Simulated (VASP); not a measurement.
Wanted: the native input for a VASP 6.6.1 run.

```
Task                   : single point
Functional             : LDA
Potentials or basis    : VASP PAW LDA potentials, release 64 (B, P)
Cutoff                 : 500 eV
k mesh                 : 12 × 12 × 12
Occupations            : gaussian, width 0.05 eV
Spin                   : no spin polarisation
Dipole correction      : no
Further INCAR settings : ALGO = Normal; EDIFF = 1e-06; NBANDS = 11
```

The structure of BP (zinc blende) lies in POSCAR:

```
BP
1.0
    0.0000000000      2.0323170526      2.0323170526
    2.0323170526      0.0000000000      2.0323170526
    2.0323170526      2.0323170526      0.0000000000
B P
1 1
Direct
    0.0000000000      0.0000000000      0.0000000000
    0.2500000000      0.2500000000      0.2500000000
```

This cell differs from its parent crystal: volume scaled by 0.72.

One way to write it, as run:

INCAR

```
ALGO = Normal
EDIFF = 1E-6
ENCUT = 500
GGA_COMPAT = False
ISIF = 2
ISMEAR = 0
LASPH = True
LCHARG = True
LELF = True
LREAL = False
LVHAR = True
LWAVE = False
NBANDS = 11
NELM = 120
PREC = Accurate
SIGMA = 0.05
```

KPOINTS

```
k-points
0
Gamma
  12 12 12
```

Potentials or basis: VASP PAW LDA potentials, release 64 (B, P).

Command:

```sh
$ cat potpaw_LDA.64/B/POTCAR potpaw_LDA.64/P/POTCAR > POTCAR
$ mpirun -np 1 vasp_std > vasp.out
```

Results of the run:

```yaml
Pressure: 90.3 GPa
Band_gap_on_the_k_mesh: 0.64 eV, indirect (least direct gap 4.21 eV)
```

Wall time 4.2 s on 1 thread of Intel(R) Xeon(R) 6975P-C (Granite Rapids), with other jobs on the host, peak memory 0.12 GiB.
